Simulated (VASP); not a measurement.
# Ga2O3 (C2/m) in VASP: single point with PBEsol

Aim: the single point of Ga2O3 with PBEsol.

Everything below comes from runs of VASP 6.6.1. Logs are shortened: lines on timing, memory, paths and dates and some standing lists are left out, and cuts for length are marked.

## (1) The cell of the first run

Symmetry: C2/m, No. 12, monoclinic system. Conventional cell: a = 12.277 Å, b = 3.047 Å, c = 5.811 Å, α = 90.00°, β = 103.71°, γ = 90.00°. Ga (site symmetry m) has 6 O at 1.94 to 2.08 Å within 2.6 Å. Ga (site symmetry m) has 4 O at 1.84 to 1.87 Å within 2.4 Å. O (site symmetry m) has 3 Ga at 1.84 to 1.94 Å within 2.4 Å. Within 2.5 Å of O (site symmetry m) lie 4 Ga at 1.87 to 2.08 Å. O (site symmetry m) has 3 Ga at 1.84 to 1.95 Å within 2.4 Å.

## (2) Single point, PBEsol

File INCAR:

```
SYSTEM = Ga2O3
  PREC = Accurate
  ENCUT = 520
  EDIFF = 1E-7
  ISMEAR = 0
  SIGMA = 0.02
  LREAL = .FALSE.
  LASPH = .TRUE.
  NELM = 80
  ALGO = Normal
  ISIF = 2
  LWAVE = .FALSE.
  LCHARG = .FALSE.
  GGA = PS
  NBANDS = 55
```

File KPOINTS:

```
Automatic mesh
0
G
  8 8 4
  0 0 0
```

File POSCAR:

```
Ga2O3
1.0
    6.1387136056     -1.5236597458      0.0036362686
    6.1387136056      1.5236597458      0.0036362686
   -1.3804413936      0.0000000000      5.6441528134
Ga O
4 6
Direct
    0.3412681378      0.3412681378      0.6854239181
    0.6587318622      0.6587318622      0.3145760819
    0.9094817609      0.9094817609      0.2046052577
    0.0905182391      0.0905182391      0.7953947423
    0.5037661201      0.5037661201      0.7440673647
    0.4962338799      0.4962338799      0.2559326353
    0.8267789320      0.8267789320      0.4372302488
    0.1732210680      0.1732210680      0.5627697512
    0.1652737762      0.1652737762      0.1095892123
    0.8347262238      0.8347262238      0.8904107877
```

Potentials or basis: VASP PAW PBE potentials, release 64 (Ga_d, O).

Command:

```console
> cat potpaw_PBE.64/Ga_d/POTCAR potpaw_PBE.64/O/POTCAR > POTCAR
> mpirun -np 1 vasp_std > vasp.out
```

OUTCAR:

```text
SYSTEM = Ga2O3
   PREC = Accurate
   ENCUT = 520
   EDIFF = 1E-7
   ISMEAR = 0
   LREAL = .FALSE.
   LASPH = .TRUE.
   NELM = 80
   ISIF = 2
   GGA = PS

 ion  position               nearest neighbor table
   1  0.341  0.341  0.685-   5 1.94  10 1.95  10 1.95   8 2.02   7 2.08   7 2.08
   2  0.659  0.659  0.315-   6 1.94   9 1.95   9 1.95   7 2.02   8 2.08   8 2.08
   3  0.909  0.909  0.205-  10 1.84   6 1.84   6 1.84   7 1.87
   4  0.091  0.091  0.795-   9 1.84   5 1.84   5 1.84   8 1.87
   5  0.504  0.504  0.744-   4 1.84   4 1.84   1 1.94
   6  0.496  0.496  0.256-   3 1.84   3 1.84   2 1.94
   7  0.827  0.827  0.437-   3 1.87   2 2.02   1 2.08   1 2.08
   8  0.173  0.173  0.563-   4 1.87   1 2.02   2 2.08   2 2.08
   9  0.165  0.165  0.110-   4 1.84   2 1.95   2 1.95
  10  0.835  0.835  0.890-   3 1.84   1 1.95   1 1.95

  LATTYP: Found a base centered monoclinic cell.
 ALAT       =    12.2774293651
 B/A-ratio  =     0.2482050111
 C/A-ratio  =     0.4732680095
 COS(beta)  =    -0.2370010131

  Lattice vectors:

 A1 = (   6.1387136056,  -1.5236597458,   0.0036362686)
 A2 = (   6.1387136056,   1.5236597458,   0.0036362686)
 A3 = (  -1.3804413936,   0.0000000000,   5.6441528134)

Analysis of symmetry for initial positions (statically):
=====================================================================
 Subroutine PRICEL returns:
 Original cell was already a primitive cell.

 Routine SETGRP: Setting up the symmetry group for a
 base centered monoclinic supercell.

 Subroutine GETGRP returns: Found  4 space group operations
 (whereof  4 operations were pure point group operations)
 out of a pool of  4 trial point group operations.

The static configuration has the point symmetry C_2h.

Analysis of symmetry for dynamics (positions and initial velocities):
=====================================================================
 Subroutine PRICEL returns:
 Original cell was already a primitive cell.

 Routine SETGRP: Setting up the symmetry group for a
 base centered monoclinic supercell.

 Subroutine GETGRP returns: Found  4 space group operations
 (whereof  4 operations were pure point group operations)
 out of a pool of  4 trial point group operations.

The dynamic configuration has the point symmetry C_2h.

 Subroutine INISYM returns: Found  4 space group operations
 (whereof  4 operations are pure point group operations),
 and found     1 'primitive' translations

----------------------------------------------------------------------------------------

                                     Primitive cell

  volume of cell :     105.5983

  direct lattice vectors                    reciprocal lattice vectors
     6.138713606 -1.523659746  0.003636269     0.081438491 -0.328157255  0.019918147
     6.138713606  1.523659746  0.003636269     0.081438491  0.328157255  0.019918147
    -1.380441394  0.000000000  5.644152813    -0.000104934  0.000000000  0.177148844

  length of vectors
     6.324978812  6.324978812  5.810514557     0.338697718  0.338697718  0.177148875

  position of ions in fractional coordinates (direct lattice)
     0.341268138  0.341268138  0.685423918
     0.658731862  0.658731862  0.314576082
     0.909481761  0.909481761  0.204605258
     0.090518239  0.090518239  0.795394742
     0.503766120  0.503766120  0.744067365
     0.496233880  0.496233880  0.255932635
     0.826778932  0.826778932  0.437230249
     0.173221068  0.173221068  0.562769751
     0.165273776  0.165273776  0.109589212
     0.834726224  0.834726224  0.890410788

  ion indices of the primitive-cell ions
   primitive index   ion index
                 1           1
                 2           2
                 3           3
                 4           4
                 5           5
                 6           6
                 7           7
                 8           8
                 9           9
                10          10

----------------------------------------------------------------------------------------

 KPOINTS: Automatic mesh

Automatic generation of k-mesh.
 Grid dimensions read from file:
 generate k-points for:    8    8    4

 Generating k-lattice:

  Cartesian coordinates                     Fractional coordinates (reciprocal lattice)
     0.010179811 -0.041019657  0.002489768     0.125000000  0.000000000  0.000000000
     0.010179811  0.041019657  0.002489768     0.000000000  0.125000000  0.000000000
    -0.000026234  0.000000000  0.044287211     0.000000000  0.000000000  0.250000000

  Length of vectors
     0.042337215  0.042337215  0.044287219

  Shift w.r.t. Gamma in fractional coordinates (k-lattice)
     0.000000000  0.000000000  0.000000000

 Subroutine IBZKPT returns following result:
 ===========================================

 Found     78 irreducible k-points:

 Following reciprocal coordinates:
            Coordinates               Weight
  0.000000  0.000000  0.000000      1.000000
  0.125000 -0.000000  0.000000      4.000000
  0.250000 -0.000000  0.000000      4.000000
  0.375000 -0.000000  0.000000      4.000000
  0.500000 -0.000000  0.000000      2.000000
  0.125000  0.125000  0.000000      2.000000
[... 16 lines left out ...]
  0.125000 -0.000000  0.250000      4.000000
  0.250000 -0.000000  0.250000      4.000000
 [... further k-points ...]
   k-points           NKPTS =     78   k-points in BZ     NKDIM =     78   number of bands    NBANDS=     55
   number of dos      NEDOS =    301   number of ions     NIONS =     10
   total plane-waves  NPLWV = 110592
   dimension x,y,z NGX =    48 NGY =   48 NGZ =   48
   dimension x,y,z NGXF=    96 NGYF=   96 NGZF=   96
   ions per type =               4   6
   NGX,Y,Z   is equivalent  to a cutoff of  12.62, 12.62, 13.73 a.u.
   NGXF,Y,Z  is equivalent  to a cutoff of  25.23, 25.23, 27.47 a.u.
 SYSTEM =  Ga2O3
   PREC   = accura    normal or accurate (medium, high low for compatibility)
   ISTART =      0    job   : 0-new  1-cont  2-samecut
   ICHARG =      2    charge: 1-file 2-atom 10-const
   ISPIN  =      1    spin polarized calculation?
   LNONCOLLINEAR =      F non collinear calculations
   LSORBIT =      F    spin-orbit coupling
   LASPH  =      T    aspherical Exc in radial PAW
   ENCUT  =  520.0 eV  38.22 Ry    6.18 a.u.  11.76 11.76 10.80*2*pi/ulx,y,z
   NELM   =     80;   NELMIN=  2; NELMDL= -5     # of ELM steps
   EDIFF  = 0.1E-06   stopping-criterion for ELM
   LREAL  =      F    real-space projection
   EDIFFG = 0.1E-05   stopping-criterion for IOM
   NSW    =      0    number of steps for IOM
   IBRION =     -1    ionic relax: 0-MD 1-quasi-New 2-CG
   NFREE  =      0    steps in history (QN), initial steepest desc. (CG)
   ISIF   =      2    stress and relaxation
   ISYM   =      2    0-nonsym 1-usesym 2-fastsym
   POTIM  = 0.5000    time-step for ionic-motion
   TEBEG  =    0.0;   TEEND  =   0.0 temperature during run
   PSTRESS=    0.0 pullay stress
   NELECT =      88.0000    total number of electrons
   NUPDOWN=      -1.0000    fix difference up-down
   EMIN   =  10.00;   EMAX   =-10.00  energy-range for DOS
   EFERMI =   0.00;   METHOD = LEGACY
   ISMEAR =     0;   SIGMA  =   0.02  broadening in eV -4-tet -1-fermi 0-gaus
   EFERMI_NEDOS =   21; number of points for ismear=-14 and -15
   IALGO  =     38    algorithm
   IMIX   =      4    mixing-type and parameters
     AMIX     =   0.40;   BMIX     =  1.00
     AMIX_MAG =   1.60;   BMIX_MAG =  1.00
  volume/ion in A,a.u.               =      10.56        71.26
  Fermi-wavevector in a.u.,A,eV,Ry     =   1.540577  2.911268 32.291756  2.373377
  Thomas-Fermi vector in A             =   2.646644
   LORBIT       =      0    0 simple, 1 ext, 2 COOP (PROOUT), +10 PAW based schemes
   GGA     = PS    functional components
   LHFCALC =     F    Hartree Fock is set to
   AEXX    =    0.0000 exact exchange contribution
   IVDW    =     0    specifies the selected vdW correction
   LEPSILON=     F    determine dielectric tensor
   LRPA    =     F    only Hartree local field effects (RPA)
 non-spin polarized calculation
 Gauss-broadening in eV      SIGMA  =   0.02
  energy-cutoff  :      520.00
  volume of cell :      105.60
 maximum number of plane-waves:      2867
   NGX = 23   NGY = 23   NGZ = 21

 number of electron      88.0000013 magnetization

 Free energy of the ion-electron system (eV)
  ---------------------------------------------------
  ext. energy  EPLUGINS =         0.00000000
  ---------------------------------------------------
  free energy    TOTEN  =       -63.89525520 eV

  energy without entropy =      -63.89525520  energy(sigma->0) =      -63.89525520

 E-fermi :   3.7484     XC(G=0): -11.8584

 val. band max:        3.6642199069   @ k =   0.5000   0.3750   0.5000
 cond. band min:       5.8917019189   @ k =   0.0000   0.0000   0.0000
 fundamental gap:      2.2274820119
 Fermi energy:         3.7484101417

 k-point     1 :       0.0000    0.0000    0.0000
  band No.  band energies     occupation
      1     -15.1864      2.00000
      2     -13.9947      2.00000
      3     -13.9760      2.00000
      4     -13.8686      2.00000
      5     -13.3878      2.00000
      6     -13.3762      2.00000
[... 47 lines left out ...]
     54      15.8165      0.00000
     55      16.0832      0.00000

 k-point     2 :       0.1250   -0.0000    0.0000
  band No.  band energies     occupation
      1     -15.0640      2.00000
      2     -13.9818      2.00000
      3     -13.9463      2.00000
      4     -13.7838      2.00000
      5     -13.3908      2.00000
      6     -13.3764      2.00000
[... 47 lines left out ...]
     54      14.9268      0.00000
     55      15.1188      0.00000
[... 1216 lines left out ...]
     54      15.1366      0.00000
     55      15.5924      0.00000

 k-point    24 :       0.2500   -0.0000    0.2500
  band No.  band energies     occupation
      1     -14.6243      2.00000
      2     -14.0444      2.00000
      3     -13.8803      2.00000
      4     -13.6184      2.00000
      5     -13.4402      2.00000
      6     -13.3482      2.00000
[... 47 lines left out ...]
     54      14.2425      0.00000
     55      15.5100      0.00000

 [... further k-points ...]

------------------------ aborting loop because EDIFF is reached ----------------------------------------

  FORCE on cell =-STRESS in cart. coord.  units (eV):
  Direction    XX          YY          ZZ          XY          YZ          ZX
  --------------------------------------------------------------------------------------
  -------------------------------------------------------------------------------------
  Total        0.1607037      0.2695188      0.1986092      0.0000000      0.0000000      0.0034348
  in kB        2.4382567      4.0892399      3.0133738      0.0000000      0.0000000      0.0521138
  external PRESSURE =       3.1802901 kB  Pullay stress =       0.0000000 kB

 VOLUME and BASIS-vectors are now :
 -----------------------------------------------------------------------------
  energy-cutoff  :      520.00
  volume of cell :      105.60
      direct lattice vectors                 reciprocal lattice vectors
     6.138713606 -1.523659746  0.003636269     0.081438491 -0.328157255  0.019918147
     6.138713606  1.523659746  0.003636269     0.081438491  0.328157255  0.019918147
    -1.380441394  0.000000000  5.644152813    -0.000104934  0.000000000  0.177148844

 POSITION                                       TOTAL-FORCE (eV/Angst)
 -----------------------------------------------------------------------------------
      3.24371      0.00000      3.87112         0.009835      0.000000      0.019889
      7.65328      0.00000      1.78031        -0.009835      0.000000     -0.019889
     10.88365      0.00000      1.16144         0.002442      0.000000     -0.001786
      0.01334      0.00000      4.48999        -0.002442      0.000000      0.001786
      5.15781      0.00000      4.20329         0.005288      0.000000      0.000247
      5.73918      0.00000      1.44813        -0.005288      0.000000     -0.000247
      9.54715      0.00000      2.47381         0.013518      0.000000     -0.013487
      1.34984      0.00000      3.17762        -0.013518      0.000000      0.013487
      1.87786      0.00000      0.61974         0.006435      0.000000     -0.015970
      9.01913      0.00000      5.03169        -0.006435      0.000000      0.015970
 -----------------------------------------------------------------------------------
    total drift:                                0.000000     -0.000000     -0.000000

  FREE ENERGIE OF THE ION-ELECTRON SYSTEM (eV)
  ---------------------------------------------------
  free  energy   TOTEN  =       -63.8952552028 eV

  energy  without entropy=      -63.8952552028  energy(sigma->0) =      -63.89525520
```

Wall time 23 min (1 thread of Intel Xeon 8259CL, shared host); peak memory 0.53 GiB.

What came out:

```yaml
Free_energy: -63.8953 eV
Pressure: 0.3 GPa
Largest_force: 0.022 eV/Å
Band_gap_on_the_k_mesh: 2.23 eV (least direct gap 2.24 eV)
```

Forces in eV/Å, atoms in the order of the input:
```
Ga   0.010  0.000  0.020
Ga  -0.010  0.000 -0.020
Ga   0.002  0.000 -0.002
Ga  -0.002  0.000  0.002
O    0.005  0.000  0.000
O   -0.005  0.000  0.000
O    0.014  0.000 -0.013
O   -0.014  0.000  0.013
O    0.006  0.000 -0.016
O   -0.006  0.000  0.016
```

Levels at points of the mesh, in eV from the valence-band top:
```
           k point  band 42  band 43  band 44  band 45  band 46  band 47
(0.00, 0.00, 0.00)    -0.49    -0.29    -0.02     2.23     5.53     6.54
(0.50, 0.00, 0.00)    -0.72    -0.48    -0.11     5.47     6.34     7.06
(0.50, 0.50, 0.00)    -0.68    -0.42    -0.15     4.42     4.66     5.63
(0.00, 0.00, 0.50)    -0.65    -0.51    -0.30     4.61     4.75     6.57
(0.50, 0.00, 0.50)    -1.06    -0.74    -0.65     6.73     6.77     7.66
(0.50, 0.50, 0.50)    -0.62    -0.60    -0.01     5.02     5.15     6.07
```

Caveat: the PAW data sets were made with another functional, which shifts forces and pressure a little. A k mesh can miss the band edges.
